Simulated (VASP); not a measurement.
# Bi (R-3m) in VASP: notebook, part 2 of 2

VASP 6.6.1. Earlier steps stand in the parts before.

### Step 4. Single point, revPBE (38.18 Å³/atom)

This run uses another cell than the first one, of 38.18 Å³/atom.

INCAR reads:

```
SYSTEM = Bi
ALGO = Normal
EDIFF = 1E-6
ENCUT = 520
GGA = RE
ISIF = 2
ISMEAR = -1
LASPH = .True.
LCHARG = .True.
LELF = .True.
LREAL = .False.
LVHAR = .True.
LWAVE = .False.
NBANDS = 22
NELM = 60
PREC = Accurate
SIGMA = 0.1
```

KPOINTS reads:

```
k-points
0
Gamma
  14 14 14
  0 0 0
```

POSCAR reads:

```
Bi
1.0
    2.3009061876      1.3284288068      4.1639539671
   -2.3009061876      1.3284288068      4.1639539671
    0.0000000000     -2.6568576136      4.1639539671
Bi
2
Direct
    0.2318384145      0.2318384145      0.2318384145
    0.7681615855      0.7681615855      0.7681615855
```

Potentials or basis: VASP PAW PBE potentials, release 64 (Bi_d).

Launch:

```console
$ cat potpaw_PBE.64/Bi_d/POTCAR > POTCAR
$ mpirun -np 1 vasp_std > vasp.out
```

OUTCAR:

```text
SYSTEM = Bi
   EDIFF = 1E-6
   ENCUT = 520
   GGA = RE
   ISIF = 2
   ISMEAR = -1
   LASPH = .True.
   LREAL = .False.
   NELM = 60
   PREC = Accurate

 ion  position               nearest neighbor table
   1  0.232  0.232  0.232-   2 3.12   2 3.12   2 3.12   2 3.67   2 3.67   2 3.67
   2  0.768  0.768  0.768-   1 3.12   1 3.12   1 3.12   1 3.67   1 3.67   1 3.67

  LATTYP: Found a trigonal (rhomboedric) cell.
 ALAT       =     4.9393729378
 COS(alpha) =     0.5660055420

  Lattice vectors:

 A1 = (   2.3009061876,   1.3284288068,   4.1639539671)
 A2 = (  -2.3009061876,   1.3284288068,   4.1639539671)
 A3 = (   0.0000000000,  -2.6568576136,   4.1639539671)

Analysis of symmetry for initial positions (statically):
=====================================================================
 Subroutine PRICEL returns:
 Original cell was already a primitive cell.

 Routine SETGRP: Setting up the symmetry group for a
 trigonal (rhombohedral) supercell.

 Subroutine GETGRP returns: Found 12 space group operations
 (whereof 12 operations were pure point group operations)
 out of a pool of 12 trial point group operations.

The static configuration has the point symmetry D_3d.

Analysis of symmetry for dynamics (positions and initial velocities):
=====================================================================
 Subroutine PRICEL returns:
 Original cell was already a primitive cell.

 Routine SETGRP: Setting up the symmetry group for a
 trigonal (rhombohedral) supercell.

 Subroutine GETGRP returns: Found 12 space group operations
 (whereof 12 operations were pure point group operations)
 out of a pool of 12 trial point group operations.

The dynamic configuration has the point symmetry D_3d.

 Subroutine INISYM returns: Found 12 space group operations
 (whereof 12 operations are pure point group operations),
 and found     1 'primitive' translations

----------------------------------------------------------------------------------------

                                     Primitive cell

  volume of cell :      76.3650

  direct lattice vectors                    reciprocal lattice vectors
     2.300906188  1.328428807  4.163953967     0.217305687  0.125461497  0.080052118
    -2.300906188  1.328428807  4.163953967    -0.217305687  0.125461497  0.080052118
     0.000000000 -2.656857614  4.163953967     0.000000000 -0.250922994  0.080052118

  length of vectors
     4.939372938  4.939372938  4.939372938     0.263383163  0.263383163  0.263383163

  position of ions in fractional coordinates (direct lattice)
     0.231838414  0.231838414  0.231838414
     0.768161586  0.768161586  0.768161586

  ion indices of the primitive-cell ions
   primitive index   ion index
                 1           1
                 2           2

----------------------------------------------------------------------------------------

 KPOINTS: k-points

Automatic generation of k-mesh.
 Grid dimensions read from file:
 generate k-points for:   14   14   14

 Generating k-lattice:

  Cartesian coordinates                     Fractional coordinates (reciprocal lattice)
     0.015521835  0.008961535  0.005718008     0.071428571 -0.000000000 -0.000000000
    -0.015521835  0.008961535  0.005718008    -0.000000000  0.071428571 -0.000000000
     0.000000000 -0.017923071  0.005718008    -0.000000000 -0.000000000  0.071428571

  Length of vectors
     0.018813083  0.018813083  0.018813083

  Shift w.r.t. Gamma in fractional coordinates (k-lattice)
     0.000000000  0.000000000  0.000000000

 Subroutine IBZKPT returns following result:
 ===========================================

 Found    288 irreducible k-points:

 Following reciprocal coordinates:
            Coordinates               Weight
  0.000000  0.000000  0.000000      1.000000
  0.071429 -0.000000  0.000000      6.000000
  0.142857 -0.000000  0.000000      6.000000
  0.214286 -0.000000  0.000000      6.000000
  0.285714 -0.000000 -0.000000      6.000000
  0.357143  0.000000 -0.000000      6.000000
[... 16 lines left out ...]
  0.214286  0.142857  0.000000     12.000000
  0.285714  0.142857  0.000000     12.000000
 [... further k-points ...]
   k-points           NKPTS =    288   k-points in BZ     NKDIM =    288   number of bands    NBANDS=     22
   number of dos      NEDOS =    301   number of ions     NIONS =      2
   total plane-waves  NPLWV =  64000
   dimension x,y,z NGX =    40 NGY =   40 NGZ =   40
   dimension x,y,z NGXF=    80 NGYF=   80 NGZF=   80
   ions per type =               2
   NGX,Y,Z   is equivalent  to a cutoff of  13.46, 13.46, 13.46 a.u.
   NGXF,Y,Z  is equivalent  to a cutoff of  26.93, 26.93, 26.93 a.u.
 SYSTEM =  Bi
   PREC   = accura    normal or accurate (medium, high low for compatibility)
   ISTART =      0    job   : 0-new  1-cont  2-samecut
   ICHARG =      2    charge: 1-file 2-atom 10-const
   ISPIN  =      1    spin polarized calculation?
   LNONCOLLINEAR =      F non collinear calculations
   LSORBIT =      F    spin-orbit coupling
   LASPH  =      T    aspherical Exc in radial PAW
   ENCUT  =  520.0 eV  38.22 Ry    6.18 a.u.   9.18  9.18  9.18*2*pi/ulx,y,z
   NELM   =     60;   NELMIN=  2; NELMDL= -5     # of ELM steps
   EDIFF  = 0.1E-05   stopping-criterion for ELM
   LREAL  =      F    real-space projection
   EDIFFG = 0.1E-04   stopping-criterion for IOM
   NSW    =      0    number of steps for IOM
   IBRION =     -1    ionic relax: 0-MD 1-quasi-New 2-CG
   NFREE  =      0    steps in history (QN), initial steepest desc. (CG)
   ISIF   =      2    stress and relaxation
   ISYM   =      2    0-nonsym 1-usesym 2-fastsym
   POTIM  = 0.5000    time-step for ionic-motion
   TEBEG  =    0.0;   TEEND  =   0.0 temperature during run
   PSTRESS=    0.0 pullay stress
   NELECT =      30.0000    total number of electrons
   NUPDOWN=      -1.0000    fix difference up-down
   EMIN   =  10.00;   EMAX   =-10.00  energy-range for DOS
   EFERMI =   0.00;   METHOD = LEGACY
   ISMEAR =    -1;   SIGMA  =   0.10  broadening in eV -4-tet -1-fermi 0-gaus
   EFERMI_NEDOS =   21; number of points for ismear=-14 and -15
   IALGO  =     38    algorithm
   IMIX   =      4    mixing-type and parameters
     AMIX     =   0.40;   BMIX     =  1.00
     AMIX_MAG =   1.60;   BMIX_MAG =  1.00
  volume/ion in A,a.u.               =      38.18       257.67
  Fermi-wavevector in a.u.,A,eV,Ry     =   1.198994  2.265771 19.559564  1.437587
  Thomas-Fermi vector in A             =   2.334869
   LORBIT       =      0    0 simple, 1 ext, 2 COOP (PROOUT), +10 PAW based schemes
   GGA     = RE    functional components
   LHFCALC =     F    Hartree Fock is set to
   AEXX    =    0.0000 exact exchange contribution
   IVDW    =     0    specifies the selected vdW correction
   LEPSILON=     F    determine dielectric tensor
   LRPA    =     F    only Hartree local field effects (RPA)
 non-spin polarized calculation
  energy-cutoff  :      520.00
  volume of cell :       76.37
 maximum number of plane-waves:      2085
 NGX is ok and might be reduce to    40
   NGX = 19   NGY = 19   NGZ = 19

 number of electron      30.0000003 magnetization

 Free energy of the ion-electron system (eV)
  ---------------------------------------------------
  ext. energy  EPLUGINS =         0.00000000
  ---------------------------------------------------
  free energy    TOTEN  =        -7.15140732 eV

  energy without entropy =       -7.14026402  energy(sigma->0) =       -7.14583567

 E-fermi :   5.6356     XC(G=0):  -9.0552

 val. band max:        5.6134780872   @ k =  -0.4286   0.5000   0.4286
 cond. band min:       5.6967023684   @ k =   0.5000   0.0714   0.0714
 fundamental gap:      0.0832242812
 Fermi energy:         5.6355563714

 k-point     1 :       0.0000    0.0000    0.0000
  band No.  band energies     occupation
      1     -17.3183      2.00000
      2     -17.3183      2.00000
      3     -17.1965      2.00000
      4     -17.1965      2.00000
      5     -17.1819      2.00000
      6     -17.0480      2.00000
[... 14 lines left out ...]
     21      11.5142      0.00000
     22      11.5142      0.00000
[... 552 lines left out ...]
  band No.  band energies     occupation
      1     -17.3030      2.00000
      2     -17.2571      2.00000
      3     -17.1878      2.00000
      4     -17.1734      2.00000
      5     -17.1518      2.00000
      6     -17.0768      2.00000
[... 14 lines left out ...]
     21      12.9292      0.00000
     22      13.6200      0.00000

 [... further k-points ...]

------------------------ aborting loop because EDIFF is reached ----------------------------------------

  FORCE on cell =-STRESS in cart. coord.  units (eV):
  Direction    XX          YY          ZZ          XY          YZ          ZX
  --------------------------------------------------------------------------------------
  -------------------------------------------------------------------------------------
  Total       -0.0174277     -0.0174277      0.0310650     -0.0000000      0.0000000      0.0000000
  in kB       -0.3656432     -0.3656432      0.6517606     -0.0000000      0.0000000      0.0000000
  external PRESSURE =      -0.0265086 kB  Pullay stress =       0.0000000 kB

 VOLUME and BASIS-vectors are now :
 -----------------------------------------------------------------------------
  energy-cutoff  :      520.00
  volume of cell :       76.37
      direct lattice vectors                 reciprocal lattice vectors
     2.300906188  1.328428807  4.163953967     0.217305687  0.125461497  0.080052118
    -2.300906188  1.328428807  4.163953967    -0.217305687  0.125461497  0.080052118
     0.000000000 -2.656857614  4.163953967     0.000000000 -0.250922994  0.080052118

 POSITION                                       TOTAL-FORCE (eV/Angst)
 -----------------------------------------------------------------------------------
      0.00000      0.00000      2.89609         0.000000     -0.000000      0.006237
      0.00000      0.00000      9.59577         0.000000      0.000000     -0.006237
 -----------------------------------------------------------------------------------
    total drift:                                0.000000     -0.000000     -0.000000

  FREE ENERGIE OF THE ION-ELECTRON SYSTEM (eV)
  ---------------------------------------------------
  free  energy   TOTEN  =        -7.1514073184 eV

  energy  without entropy=       -7.1402640234  energy(sigma->0) =       -7.14583567
```

OSZICAR:

```text
N       E                     dE             d eps       ncg     rms          rms(c)
DAV:   1     0.305023389799E+03    0.30502E+03   -0.16192E+04 12680   0.159E+03
DAV:   2     0.187683520029E+02   -0.28626E+03   -0.27931E+03 12858   0.428E+02
DAV:   3    -0.624548809235E+01   -0.25014E+02   -0.24739E+02 15342   0.142E+02
DAV:   4    -0.710456556119E+01   -0.85908E+00   -0.85871E+00 15434   0.292E+01
DAV:   5    -0.714352492325E+01   -0.38959E-01   -0.38959E-01 18398   0.553E+00    0.106E+00
DAV:   6    -0.714735711369E+01   -0.38322E-02   -0.15935E-02 16820   0.124E+00    0.660E-01
DAV:   7    -0.715102791988E+01   -0.36708E-02   -0.14022E-02 15102   0.121E+00    0.101E-01
DAV:   8    -0.715135153390E+01   -0.32361E-03   -0.17750E-03 15054   0.435E-01    0.259E-02
DAV:   9    -0.715139992872E+01   -0.48395E-04   -0.92195E-05 17234   0.709E-02    0.127E-02
DAV:  10    -0.715140562032E+01   -0.56916E-05   -0.17432E-05 13998   0.342E-02    0.226E-03
DAV:  11    -0.715140697017E+01   -0.13498E-05   -0.15664E-06 13264   0.874E-03    0.160E-03
DAV:  12    -0.715140731838E+01   -0.34821E-06   -0.58562E-07 10248   0.432E-03
   1 F= -.71514073E+01 E0= -.71458357E+01  d E =-.111433E-01
```

stdout:

```text
POSCAR found type information on POSCAR Bi
 POSCAR found :  1 types and       2 ions
 scaLAPACK will be used
 -----------------------------------------------------------------------------
|                                                                             |
|                                                                             |
|     You enforced a specific xc type in the INCAR file but a different       |
|     I HOPE YOU KNOW WHAT YOU ARE DOING!                                     |
|                                                                             |
 -----------------------------------------------------------------------------

 LDA part: xc-table for (Slater+PW92), standard interpolation
 POSCAR, INCAR and KPOINTS ok, starting setup
 FFT: planning ... GRIDC
 FFT: planning ... GRID_SOFT
 FFT: planning ... GRID
 WAVECAR not read
 entering main loop
```

Run time: 6.4 min. Hardware: 1 thread of Oxide Virtual Turin-like, shared host; peak memory 0.48 GiB.

Results:

```
Free energy            : -7.1514 eV
Pressure               : 0.0 GPa
Largest force          : 0.006 eV/Å
Band gap on the k mesh : zero (bands 15 and 16 overlap by 0.23 eV)
```

Forces on the atoms (eV/Å):
```
Bi   0.000  0.000  0.006
Bi   0.000  0.000 -0.006
```

Caveat: the PAW data sets were made with another functional, which shifts forces and pressure a little; spin-orbit coupling is left out, which moves the levels of the heavy elements.

### Step 5. Single point, revPBE (42.76 Å³/atom)

This run uses another cell than the first one, of 42.76 Å³/atom.

INCAR reads:

```
SYSTEM = Bi
  PREC = Accurate
  ENCUT = 520
  EDIFF = 1E-6
  ISMEAR = -1
  SIGMA = 0.1
  LREAL = .False.
  LASPH = .True.
  NELM = 60
  ALGO = Normal
  ISIF = 2
  LWAVE = .False.
  LCHARG = .False.
  GGA = RE
  NBANDS = 22
```

KPOINTS reads:

```
Automatic mesh
0
Gamma
  14 14 14
  0 0 0
```

POSCAR reads:

```
Bi
1.0
    2.3894883616      1.3795717488      4.3242612829
   -2.3894883616      1.3795717488      4.3242612829
    0.0000000000     -2.7591434977      4.3242612829
Bi
2
Direct
    0.2318384145      0.2318384145      0.2318384145
    0.7681615855      0.7681615855      0.7681615855
```

Launch:

```console
$ cat potpaw_PBE.64/Bi_d/POTCAR > POTCAR
$ mpirun -np 1 vasp_std > vasp.out
```

Run time: 14 min. Hardware: 1 thread of Oxide Virtual Turin-like, shared host; peak memory 0.51 GiB.

Results (log left out):

* Free energy: -7.0473 eV
* Pressure: -3.4 GPa
* Largest force: 0.465 eV/Å
* Band gap on the k mesh: zero (bands 15 and 16 overlap by 0.12 eV)

Forces on the atoms (eV/Å):
```
Bi   0.000  0.000 -0.465
Bi   0.000  0.000  0.465
```

Stress tensor (GPa, compression positive):
```
-3.64  0.00  0.00
 0.00 -3.64  0.00
 0.00  0.00 -2.85
```

Levels at points of the mesh, in eV from the Fermi level:
```tsv
k point	band 12	band 13	band 14	band 15	band 16	band 17	band 18	band 19
(0.00, 0.00, 0.00)	-8.18	-1.32	-0.95	-0.95	2.01	2.45	2.45	5.19
(0.50, 0.00, 0.00)	-10.10	-1.43	-1.10	-0.44	-0.16	0.61	1.16	6.95
(0.50, 0.50, 0.00)	-9.54	-3.71	-2.43	-2.25	2.41	3.88	4.80	5.12
(0.50, 0.50, 0.50)	-9.55	-0.92	-0.52	-0.52	0.56	0.87	0.87	6.40
```

Caveat: the cell stands under tension; the PAW data sets were made with another functional, which shifts forces and pressure a little; spin-orbit coupling is left out, which moves the levels of the heavy elements.

### Step 6. Summary

| cell | gap on the mesh (eV) | pressure (GPa) | largest force (eV/Å) |
| --- | --- | --- | --- |
| a = 5.068 Å, angles 55.5°, 2 atoms | none | -2.5 | 0.33 |
| a = 4.939 Å, angles 55.5°, 2 atoms | none | 0.0 | 0.01 |
| a = 5.130 Å, angles 55.5°, 2 atoms | none | -3.4 | 0.46 |

Alike in all rows: task single point; level revPBE; potentials or basis VASP PAW PBE potentials, release 64 (Bi_d); no spin polarisation; k mesh 14 × 14 × 14; cutoff (eV) 520; smearing fermi-dirac 0.1 eV.

Caveats: the PAW data sets were made with another functional, which shifts forces and pressure a little; spin-orbit coupling is left out, which moves the levels of the heavy elements; the cell stands under tension (at least some runs).

Absolute energies hang on the potentials; compare differences alone.

The gap in the log of VASP goes by the Fermi energy; the results here count the filled bands.